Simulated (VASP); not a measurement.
Set up this calculation in VASP 6.6.1, as the native input.

```
Task                               : single point
Functional                         : PBE0
Potentials or basis                : VASP PAW PBE potentials, release 64 (Te, Sn_d)
Cutoff                             : 520 eV
k mesh                             : 4 × 4 × 4
Occupations                        : fermi-dirac, width 0.05 eV
Spin                               : no spin polarisation
Dipole correction                  : no
Grid for exact exchange (PRECFOCK) : Normal
Further INCAR settings             : ALGO = Normal; EDIFF = 1e-06; NBANDS = 17
Share of exact exchange            : 0.25
```

SnTe:

```
Te Sn
1.0
     0.00000    3.53743    3.53743
     3.53743    0.00000    3.53743
     3.53743    3.53743    0.00000
Te Sn
1 1
Direct
  0.25000 0.25000 0.25000
  0.00000 0.00000 0.00000
```

One way to write it, as run:

POSCAR

```
SnTe
1.0
    0.0000000000      3.5374284581      3.5374284581
    3.5374284581      0.0000000000      3.5374284581
    3.5374284581      3.5374284581      0.0000000000
Te Sn
1 1
Direct
    0.2500000000      0.2500000000      0.2500000000
    0.0000000000      0.0000000000      0.0000000000
```

INCAR.step1

```
SYSTEM = SnTe
ALGO = Normal
EDIFF = 1E-5
ENCUT = 520
GGA = PE
ISIF = 2
ISMEAR = -1
LASPH = .TRUE.
LREAL = .FALSE.
LWAVE = .TRUE.
NBANDS = 17
NELM = 80
PREC = Accurate
SIGMA = 0.05
```

INCAR.step2

```
SYSTEM = SnTe
AEXX = 0.25
ALGO = Normal
EDIFF = 1E-6
ENCUT = 520
GGA = PE
ISIF = 2
ISMEAR = -1
ISTART = 1
LASPH = .TRUE.
LCHARG = .TRUE.
LELF = .TRUE.
LHFCALC = .TRUE.
LREAL = .FALSE.
LVHAR = .TRUE.
LWAVE = .FALSE.
NBANDS = 17
NELM = 80
PREC = Accurate
PRECFOCK = Normal
SIGMA = 0.05
```

KPOINTS

```
k-points
0
G
  4 4 4
  0 0 0
```

Potentials or basis: VASP PAW PBE potentials, release 64 (Te, Sn_d).

Run with:

```sh
$ cat potpaw_PBE.64/Te/POTCAR potpaw_PBE.64/Sn_d/POTCAR > POTCAR
$ cp INCAR.step1 INCAR
$ mpirun -np 1 vasp_std > vasp.out
$ cp INCAR.step2 INCAR
$ mpirun -np 1 vasp_std > vasp.out
```

It gave:

| Property | Result |
| --- | --- |
| Pressure | 0.9 GPa |
| Band gap on the k mesh | 0.76 eV (least direct gap 1.71 eV) |

Caveat: the PAW data sets were made with another functional, which shifts forces and pressure a little; spin-orbit coupling is left out, which moves the levels of the heavy elements.

Wall time 23 min on 1 thread of Intel(R) Xeon(R) Platinum 8488C (Sapphire Rapids) (shared host), peak memory 0.25 GiB.
